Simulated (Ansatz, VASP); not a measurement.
**One calculation of O, two programs**

File INCAR:

```
  PREC = Accurate
  ENCUT = 520
  EDIFF = 1E-7
  ISMEAR = 0
  SIGMA = 0.05
  LREAL = False
  LASPH = True
  NELM = 150
  ALGO = Normal
  ISIF = 2
  LWAVE = False
  LCHARG = False
  ISPIN = 2
  MAGMOM = 1 1
  LORBIT = 11
  LDIPOL = True
  IDIPOL = 3
  DIPOL = 0.5 0.5 0.661
  GGA = PE
  IVDW = 12
  NBANDS = 17
```

Contents of KPOINTS:

```
Automatic mesh
0
Gamma
  2 3 1
```

The input POSCAR:

```
O
1.0
    7.1741418864      0.0000000000      0.0000000000
    0.0000000000      5.0728843771      0.0000000000
    0.0000000000      0.0000000000     24.1511064148
O
2
Direct
    0.4923136950      0.2016656943      0.6749532688
    0.4997432216     -0.0036622293      0.6465191721
```

Input for Ansatz:

```yaml
crystal:
  lattice:
    - [7.1741418864, 0.0, 0.0]
    - [0.0, 5.0728843771, 0.0]
    - [0.0, 0.0, 24.1511064148]
  atoms:
    - { symbol: O, position: [0.492313695, 0.2016656943, 0.6749532688], spin: 1.0 }
    - { symbol: O, position: [0.4997432216, -0.0036622293, 0.6465191721], spin: 1.0 }
basis:
  ecutwfc: 420
kpoints:
  mp_grid: { grid: [2, 3, 1] }
hamiltonian:
  xc: pbe
  dispersion: d3bj
scf:
  occupations: { method: gaussian, width: 0.05 }
output:
  forces: true
  eigenvalues: true
  populations: true
  write_density: true
  volumetric_format: npy
magnetization:
  spin_polarized: true
efield:
  axis: 3
  dipole_correction: true
  ramp_width: 0.04
```

Alike in both runs: task single point; functional PBE; dispersion D3(BJ); k mesh 2 × 3 × 1; occupations gaussian, width 0.05 eV; collinear spin.

|  | VASP | Ansatz |
| --- | --- | --- |
| version | VASP 6.6.1 | Ansatz 0.2.0 |
| potentials or method | VASP PAW PBE potentials, release 64 (O), cutoff 520 eV | scalar-relativistic, plane waves, PAW |
| valence electrons in the cell | 12 | 12 |

Ansatz gave:

* gap on the k mesh at the Fermi level (eV): 2.22
* rms of the force components (eV/Å): 1.104
* net moment per atom (μB): 1.00
* size of the moment on the site where the two differ most (μB): 0.58

**Question.** What did VASP give for the same quantities?

**Answer.** gap on the k mesh at the Fermi level (eV): 2.24; rms of the force components (eV/Å): 0.610; net moment per atom (μB): 1.00; size of the moment on the site where the two differ most (μB): 0.81.

Site moments also hang on the region over which each program counts them. Atom by atom the forces differ by 0.494 eV/Å (rms over components). One of these differences is far larger than is usual between the two programs; its cause wasn't traced.

The k mesh is coarse, so the values compare programs but aren't converged. Noted on VASP's run: the standard files for N, O and F lose accuracy on very short bonds.
